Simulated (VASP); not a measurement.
# CdSe (F-43m) in VASP: settings compared

Aim: see how the results for CdSe move with the level of theory and the settings. Levels: r2SCAN, HSE06. Tasks: single point.

All numbers are computed with VASP 6.6.1; they aren't measurements. Logs are shortened: lines on timing, memory, paths and dates and some standing lists are left out, and cuts for length are marked.

### 1 The cell of the first run

Symmetry: F-43m, No. 216, cubic system. Conventional cell: a = 6.320 Å, b = 6.320 Å, c = 6.320 Å, α = 90.00°, β = 90.00°, γ = 90.00°. Within 3.6 Å of Cd (site symmetry -43m) lie 4 Se at 2.74 Å. Se (site symmetry -43m) has 4 Cd at 2.74 Å within 3.6 Å.

### 2 Single point, r2SCAN, non-collinear spin, zero start, spin-orbit coupling (strain +3.0%)

POSCAR reads:

```
CdSe
1.0
    0.0000000000      3.1598143944      3.1598143944
    3.1598143944      0.0000000000      3.1598143944
    3.1598143944      3.1598143944      0.0000000000
Cd Se
1 1
Direct
    0.0000000000      0.0000000000      0.0000000000
    0.2500000000      0.2500000000      0.2500000000
```

INCAR.step1 reads:

```
PREC     = Accurate       # precision mode
ENCUT    = 520            # plane-wave cutoff, eV
ISMEAR   = -1             # smearing method
SIGMA    = 0.02           # smearing width, eV
LREAL    = False          # projectors in reciprocal space
LASPH    = True           # aspherical terms in the spheres
NELM     = 150            # most SCF steps
LNONCOLLINEAR= True           # non-collinear magnetism
MAGMOM   = 0 0 0 0 0 0    # initial moments
LSORBIT  = True           # spin-orbit coupling
GGA_COMPAT= False        
NBANDS   = 30             # bands
GGA      = PE             # functional
ALGO     = Normal         # electronic algorithm
EDIFF    = 1E-4           # SCF threshold, eV
LWAVE    = True           # write WAVECAR
LCHARG   = False          # write CHGCAR
```

INCAR.step2 reads:

```
PREC     = Accurate       # precision mode
ENCUT    = 520            # plane-wave cutoff, eV
EDIFF    = 1E-6           # SCF threshold, eV
ISMEAR   = -1             # smearing method
SIGMA    = 0.02           # smearing width, eV
LREAL    = False          # projectors in reciprocal space
LASPH    = True           # aspherical terms in the spheres
NELM     = 150            # most SCF steps
ALGO     = Normal         # electronic algorithm
ISIF     = 2              # what is computed and relaxed
LWAVE    = False          # write WAVECAR
LCHARG   = True           # write CHGCAR
LNONCOLLINEAR= True           # non-collinear magnetism
MAGMOM   = 0 0 0 0 0 0    # initial moments
LORBIT   = 11             # projections on sites
LSORBIT  = True           # spin-orbit coupling
GGA_COMPAT= False        
LORBMOM  = True         
METAGGA  = R2SCAN         # meta-GGA
LMIXTAU  = True         
LVHAR    = True         
NBANDS   = 30             # bands
ISTART   = 1
```

KPOINTS reads:

```
regular mesh
0
Gamma
  8 8 8
```

Potentials or basis: VASP PAW PBE potentials, release 64 (Cd, Se).

The run is started by

```
$ cat potpaw_PBE.64/Cd/POTCAR potpaw_PBE.64/Se/POTCAR > POTCAR
$ cp INCAR.step1 INCAR
$ mpirun -np 1 vasp_ncl > vasp.out
$ cp INCAR.step2 INCAR
$ mpirun -np 1 vasp_ncl > vasp.out
```

OUTCAR:

```text
PREC = Accurate
   ENCUT = 520
   EDIFF = 1E-6
   ISMEAR = -1
   LREAL = False
   LASPH = True
   NELM = 150
   ISIF = 2
   LNONCOLLINEAR = True
   LORBIT = 11
   LSORBIT = True
   METAGGA = R2SCAN
   ISTART = 1

 ion  position               nearest neighbor table
   1  0.000  0.000  0.000-   2 2.74   2 2.74   2 2.74   2 2.74
   2  0.250  0.250  0.250-   1 2.74   1 2.74   1 2.74   1 2.74

  LATTYP: Found a face centered cubic cell.
 ALAT       =     6.3196287888

  Lattice vectors:

 A1 = (   0.0000000000,   3.1598143944,   3.1598143944)
 A2 = (   3.1598143944,   0.0000000000,   3.1598143944)
 A3 = (   3.1598143944,   3.1598143944,   0.0000000000)

Analysis of symmetry for initial positions (statically):
=====================================================================
 Subroutine PRICEL returns:
 Original cell was already a primitive cell.

 Routine SETGRP: Setting up the symmetry group for a
 face centered cubic supercell.

 Subroutine GETGRP returns: Found 24 space group operations
 (whereof 24 operations were pure point group operations)
 out of a pool of 48 trial point group operations.

The static configuration has the point symmetry T_d .

Analysis of symmetry for dynamics (positions and initial velocities):
=====================================================================
 Subroutine PRICEL returns:
 Original cell was already a primitive cell.

 Routine SETGRP: Setting up the symmetry group for a
 face centered cubic supercell.

 Subroutine GETGRP returns: Found 24 space group operations
 (whereof 24 operations were pure point group operations)
 out of a pool of 48 trial point group operations.

The dynamic configuration has the point symmetry T_d .

Analysis of structural, dynamic, and magnetic symmetry:
=====================================================================
 Subroutine PRICEL returns:
 Original cell was already a primitive cell.

 Routine SETGRP: Setting up the symmetry group for a
 face centered cubic supercell.

 Subroutine GETGRP returns: Found 24 space group operations
 (whereof 24 operations were pure point group operations)
 out of a pool of 48 trial point group operations.

The overall configuration has the point symmetry T_d .

 Subroutine INISYM returns: Found 24 space group operations
 (whereof 24 operations are pure point group operations),
 and found     1 'primitive' translations

----------------------------------------------------------------------------------------

                                     Primitive cell

  volume of cell :      63.0979

  direct lattice vectors                    reciprocal lattice vectors
     0.000000000  3.159814394  3.159814394    -0.158237142  0.158237142  0.158237142
     3.159814394  0.000000000  3.159814394     0.158237142 -0.158237142  0.158237142
     3.159814394  3.159814394  0.000000000     0.158237142  0.158237142 -0.158237142

  length of vectors
     4.468652371  4.468652371  4.468652371     0.274074770  0.274074770  0.274074770

  position of ions in fractional coordinates (direct lattice)
     0.000000000  0.000000000  0.000000000
     0.250000000  0.250000000  0.250000000

  ion indices of the primitive-cell ions
   primitive index   ion index
                 1           1
                 2           2

----------------------------------------------------------------------------------------

 KPOINTS: regular mesh

Automatic generation of k-mesh.
 Grid dimensions read from file:
 generate k-points for:    8    8    8

 Generating k-lattice:

  Cartesian coordinates                     Fractional coordinates (reciprocal lattice)
    -0.019779643  0.019779643  0.019779643     0.125000000  0.000000000  0.000000000
     0.019779643 -0.019779643  0.019779643     0.000000000  0.125000000  0.000000000
     0.019779643  0.019779643 -0.019779643     0.000000000  0.000000000  0.125000000

  Length of vectors
     0.034259346  0.034259346  0.034259346

[... 88 lines left out ...]
   NGX = 17   NGY = 17   NGZ = 17

 number of electron      18.0000005 magnetization       0.0000000     -0.0000000      0.0000000

 number of electron      18.0000005 magnetization      -0.0000000     -0.0000000     -0.0000000

 number of electron      18.0000005 magnetization       0.0000000      0.0000000      0.0000000

 Free energy of the ion-electron system (eV)
  ---------------------------------------------------
  ext. energy  EPLUGINS =         0.00000000
  ---------------------------------------------------
  free energy    TOTEN  =       -35.89899494 eV

  energy without entropy =      -35.89899493  energy(sigma->0) =      -35.89899493

 E-fermi :   0.2693     XC(G=0):  -8.8900

 val. band max:       -0.0850807818   @ k =   0.0000   0.0000   0.0000
 cond. band min:       0.6229570668   @ k =   0.0000   0.0000   0.0000
 fundamental gap:      0.7080378485
 Fermi energy:         0.2692739302

 k-point     1 :       0.0000    0.0000    0.0000
  band No.  band energies     occupation
      1     -12.6230      1.00000
      2     -12.6230      1.00000
      3      -8.3760      1.00000
      4      -8.3760      1.00000
      5      -8.3760      1.00000
      6      -8.3760      1.00000
[... 781 lines left out ...]
     29      12.3945      0.00000
     30      12.4115      0.00000

 [... further k-points ...]
[... 5 lines left out ...]
  --------------------------------------------------------------------------------------
  -------------------------------------------------------------------------------------
  Total       -1.4278443     -1.4278443     -1.4278443      0.0000000     -0.0000000     -0.0000000
  in kB      -36.2557356    -36.2557356    -36.2557356      0.0000000     -0.0000000     -0.0000000
  external PRESSURE =     -36.2557356 kB  Pullay stress =       0.0000000 kB

 VOLUME and BASIS-vectors are now :
 -----------------------------------------------------------------------------
  energy-cutoff  :      520.00
  volume of cell :       63.10
      direct lattice vectors                 reciprocal lattice vectors
     0.000000000  3.159814394  3.159814394    -0.158237142  0.158237142  0.158237142
     3.159814394  0.000000000  3.159814394     0.158237142 -0.158237142  0.158237142
     3.159814394  3.159814394  0.000000000     0.158237142  0.158237142 -0.158237142

 POSITION                                       TOTAL-FORCE (eV/Angst)
 -----------------------------------------------------------------------------------
      0.00000      0.00000      0.00000         0.000000      0.000000     -0.000000
      1.57991      1.57991      1.57991        -0.000000     -0.000000      0.000000
 -----------------------------------------------------------------------------------
    total drift:                                0.000000      0.000000      0.000000

  FREE ENERGIE OF THE ION-ELECTRON SYSTEM (eV)
  ---------------------------------------------------
  free  energy   TOTEN  =       -35.8989949350 eV

  energy  without entropy=      -35.8989949349  energy(sigma->0) =      -35.89899493

 orbital moment (x)

 # of ion     p       d       tot
 ----------------------------------------
  1        -0.000   0.000   0.000
  2        -0.000  -0.000  -0.000
 ----------------------------------------
           -0.000   0.000   0.000

 orbital moment (y)

 # of ion     p       d       tot
 ----------------------------------------
  1         0.000  -0.000  -0.000
  2         0.000  -0.000   0.000
 ----------------------------------------
            0.000  -0.000  -0.000

 orbital moment (z)

 # of ion     p       d       tot
 ----------------------------------------
  1         0.000   0.000   0.000
  2         0.000  -0.000  -0.000
 ----------------------------------------
            0.000  -0.000   0.000

 Spin-Orbit-Coupling matrix elements

 Ion:    1  E_soc:     -0.0529646
 l=   1
     0.0000000    -0.0021195    -0.0021195
    -0.0021195     0.0000000    -0.0021195
    -0.0021195    -0.0021195     0.0000000
 l=   2
     0.0000000    -0.0013591     0.0000000    -0.0013591    -0.0053488
    -0.0013591     0.0000000    -0.0040116    -0.0013591    -0.0013372
     0.0000000    -0.0040116     0.0000000    -0.0040116     0.0000000
    -0.0013591    -0.0013591    -0.0040116     0.0000000    -0.0013372
    -0.0053488    -0.0013372     0.0000000    -0.0013372     0.0000000
 l=   3
     0.0000000     0.0000000     0.0000000     0.0000000     0.0000000     0.0000000     0.0000000
     0.0000000     0.0000000     0.0000000     0.0000000     0.0000000     0.0000000     0.0000000
     0.0000000     0.0000000     0.0000000     0.0000000     0.0000000     0.0000000     0.0000000
     0.0000000     0.0000000     0.0000000     0.0000000     0.0000000     0.0000000     0.0000000
     0.0000000     0.0000000     0.0000000     0.0000000     0.0000000     0.0000000     0.0000000
     0.0000000     0.0000000     0.0000000     0.0000000     0.0000000     0.0000000     0.0000000
     0.0000000     0.0000000     0.0000000     0.0000000     0.0000000     0.0000000     0.0000000

 Ion:    2  E_soc:     -0.0384802
 l=   1
     0.0000000    -0.0064080    -0.0064080
    -0.0064080     0.0000000    -0.0064080
    -0.0064080    -0.0064080     0.0000000
 l=   2
     0.0000000    -0.0000027     0.0000000    -0.0000027    -0.0000026
    -0.0000027     0.0000000    -0.0000020    -0.0000027    -0.0000007
     0.0000000    -0.0000020     0.0000000    -0.0000020     0.0000000
    -0.0000027    -0.0000027    -0.0000020     0.0000000    -0.0000007
    -0.0000026    -0.0000007     0.0000000    -0.0000007     0.0000000
 l=   3
     0.0000000     0.0000000     0.0000000     0.0000000     0.0000000     0.0000000     0.0000000
     0.0000000     0.0000000     0.0000000     0.0000000     0.0000000     0.0000000     0.0000000
     0.0000000     0.0000000     0.0000000     0.0000000     0.0000000     0.0000000     0.0000000
     0.0000000     0.0000000     0.0000000     0.0000000     0.0000000     0.0000000     0.0000000
     0.0000000     0.0000000     0.0000000     0.0000000     0.0000000     0.0000000     0.0000000
     0.0000000     0.0000000     0.0000000     0.0000000     0.0000000     0.0000000     0.0000000
     0.0000000     0.0000000     0.0000000     0.0000000     0.0000000     0.0000000     0.0000000

 total charge

# of ion       s       p       d       tot
------------------------------------------
    1        0.404   0.249   9.572  10.225
    2        1.442   2.396   0.015   3.853
--------------------------------------------------
tot          1.846   2.645   9.588  14.079

 magnetization (x)

# of ion       s       p       d       tot
------------------------------------------
    1        0.000   0.000   0.000   0.000
    2        0.000   0.000   0.000   0.000
--------------------------------------------------
tot          0.000   0.000   0.000   0.000

 magnetization (y)

# of ion       s       p       d       tot
------------------------------------------
    1        0.000   0.000   0.000   0.000
    2        0.000   0.000   0.000   0.000
--------------------------------------------------
tot          0.000   0.000   0.000   0.000

 magnetization (z)

# of ion       s       p       d       tot
------------------------------------------
    1        0.000   0.000  -0.000   0.000
    2       -0.000   0.000  -0.000   0.000
--------------------------------------------------
tot          0.000   0.000  -0.000   0.000
```

Wall time 12 min (1 thread of AMD EPYC 9R45 (Zen 5), shared host); peak memory 0.49 GiB.

What came out:

```yaml
Free_energy: -35.8990 eV
Pressure: -3.6 GPa
Net_moment: 0.00 μB per cell
Valence_electrons_inside_the_program's_atomic_spheres: Cd 10.22; Se 3.85
```

Moments on the atoms (μB; x, y, z):
```
Cd  0.00 0.00 0.00
Se  0.00 0.00 0.00
```

Caveat: the cell differs from its parent crystal (strain +3.0%); the cell stands under tension; the PAW data sets were made with another functional, which shifts forces and pressure a little.

### 3 Single point, r2SCAN, non-collinear spin, zero start, spin-orbit coupling (strain +4.0%)

POSCAR reads:

```
CdSe
1.0
    0.0000000000      3.1904922040      3.1904922040
    3.1904922040      0.0000000000      3.1904922040
    3.1904922040      3.1904922040      0.0000000000
Cd Se
1 1
Direct
    0.0000000000      0.0000000000      0.0000000000
    0.2500000000      0.2500000000      0.2500000000
```

INCAR.step1 reads:

```
SYSTEM = CdSe
PREC = Accurate
ENCUT = 520
ISMEAR = -1
SIGMA = 0.02
LREAL = .FALSE.
LASPH = .TRUE.
NELM = 150
LNONCOLLINEAR = .TRUE.
MAGMOM = 0 0 0 0 0 0
LSORBIT = .TRUE.
GGA_COMPAT = .FALSE.
NBANDS = 30
GGA = PE
ALGO = Normal
EDIFF = 1E-4
LWAVE = .TRUE.
LCHARG = .FALSE.
```

INCAR.step2 reads:

```
SYSTEM = CdSe
PREC = Accurate
ENCUT = 520
EDIFF = 1E-6
ISMEAR = -1
SIGMA = 0.02
LREAL = .FALSE.
LASPH = .TRUE.
NELM = 150
ALGO = Normal
ISIF = 2
LWAVE = .FALSE.
LCHARG = .FALSE.
LNONCOLLINEAR = .TRUE.
MAGMOM = 0 0 0 0 0 0
LORBIT = 11
LSORBIT = .TRUE.
GGA_COMPAT = .FALSE.
LORBMOM = .TRUE.
METAGGA = R2SCAN
LMIXTAU = .TRUE.
NBANDS = 30
ISTART = 1
```

KPOINTS reads:

```
Automatic mesh
0
G
  8 8 8
  0 0 0
```

Potentials or basis: VASP PAW PBE potentials, release 64 (Cd, Se).

The run is started by

```
$ cat potpaw_PBE.64/Cd/POTCAR potpaw_PBE.64/Se/POTCAR > POTCAR
$ cp INCAR.step1 INCAR
$ mpirun -np 1 vasp_ncl > vasp.out
$ cp INCAR.step2 INCAR
$ mpirun -np 1 vasp_ncl > vasp.out
```

Wall time 13 min (1 thread of AMD EPYC 9R45 (Zen 5), shared host); peak memory 0.49 GiB.

The run converged. Its results:

```
Free energy                                           : -35.8517 eV
Pressure                                              : -4.5 GPa
Net moment                                            : 0.00 μB per cell
Valence electrons inside the program's atomic spheres : Cd 10.21; Se 3.84
```

Moments on the atoms (μB; x, y, z):
```
Cd  0.00 0.00 0.00
Se  0.00 0.00 0.00
```

Caveat: the cell differs from its parent crystal (strain +4.0%); the cell stands under tension; the PAW data sets were made with another functional, which shifts forces and pressure a little.

### 4 Single point, HSE06 (strain -3.0%)

POSCAR reads:

```
CdSe
1.0
    0.0000000000      2.9757475364      2.9757475364
    2.9757475364      0.0000000000      2.9757475364
    2.9757475364      2.9757475364      0.0000000000
Cd Se
1 1
Direct
    0.0000000000      0.0000000000      0.0000000000
    0.2500000000      0.2500000000      0.2500000000
```

INCAR.step1 reads:

```
SYSTEM = CdSe
PREC = Accurate
ENCUT = 520
EDIFF = 1E-5
ISMEAR = 0
SIGMA = 0.01
LREAL = .FALSE.
LASPH = .TRUE.
NELM = 60
ALGO = Normal
ISIF = 2
LWAVE = .TRUE.
LCHARG = .FALSE.
GGA = PE
NBANDS = 16
```

INCAR.step2 reads:

```
SYSTEM = CdSe
PREC = Accurate
ENCUT = 520
EDIFF = 1E-6
ISMEAR = 0
SIGMA = 0.01
LREAL = .FALSE.
LASPH = .TRUE.
NELM = 60
ALGO = Normal
ISIF = 2
LWAVE = .FALSE.
LCHARG = .FALSE.
GGA = PE
LHFCALC = .TRUE.
HFSCREEN = 0.2079
PRECFOCK = Normal
ISTART = 1
NBANDS = 16
```

KPOINTS reads:

```
Automatic mesh
0
G
  6 6 6
  0 0 0
```

The run is started by

```
$ cat potpaw_PBE.64/Cd/POTCAR potpaw_PBE.64/Se/POTCAR > POTCAR
$ cp INCAR.step1 INCAR
$ mpirun -np 1 vasp_std > vasp.out
$ cp INCAR.step2 INCAR
$ mpirun -np 1 vasp_std > vasp.out
```

Run time: 22 min. Hardware: 1 thread of Intel Xeon Platinum 8559C (Emerald Rapids), shared host; peak memory 0.3 GiB.

Results (log left out):

```
Free energy            : -6.7491 eV
Pressure               : 6.2 GPa
Band gap on the k mesh : 1.71 eV
```

Levels at points of the mesh, in eV from the valence-band top:
| k point | band 5 | band 6 | band 7 | band 8 | band 9 | band 10 | band 11 | band 12 | band 13 | band 14 |
| --- | --- | --- | --- | --- | --- | --- | --- | --- | --- | --- |
| (0.00, 0.00, 0.00) | -8.90 | -8.90 | 0.00 | 0.00 | 0.00 | 1.71 | 6.98 | 6.98 | 6.98 | 11.31 |
| (0.50, 0.00, 0.00) | -8.88 | -8.51 | -5.11 | -0.90 | -0.90 | 3.48 | 7.49 | 7.49 | 8.69 | 11.47 |
| (0.50, 0.50, 0.00) | -8.84 | -8.41 | -4.68 | -2.23 | -2.23 | 3.83 | 4.79 | 10.72 | 12.02 | 12.02 |

Caveat: the cell differs from its parent crystal (strain -3.0%); the cell stands under pressure; the PAW data sets were made with another functional, which shifts forces and pressure a little.

### 5 Summary

```tsv
level	spin	cell	k mesh	smearing	grid for exact exchange (PRECFOCK)	share of exact exchange	screening parameter	pressure (GPa)	moment (μB)
r2SCAN	non-collinear, zero start, SOC	a = 4.469 Å, angles 60.0°, 2 atoms	8 × 8 × 8	fermi-dirac 0.02 eV	-	-	-	-3.6	0.00
r2SCAN	non-collinear, zero start, SOC	a = 4.512 Å, angles 60.0°, 2 atoms	8 × 8 × 8	fermi-dirac 0.02 eV	-	-	-	-4.5	0.00
HSE06	off	a = 4.208 Å, angles 60.0°, 2 atoms	6 × 6 × 6	gaussian 0.01 eV	Normal	0.25	0.2079 1/Å	6.2	-
```

Alike in all rows: task single point; potentials or basis VASP PAW PBE potentials, release 64 (Cd, Se); cutoff (eV) 520.

Caveats: the PAW data sets were made with another functional, which shifts forces and pressure a little; the cell stands under tension (at least some runs); the cell stands under pressure (at least some runs).

Total energies depend on the potentials used, so only differences within one code and one set of settings carry meaning.
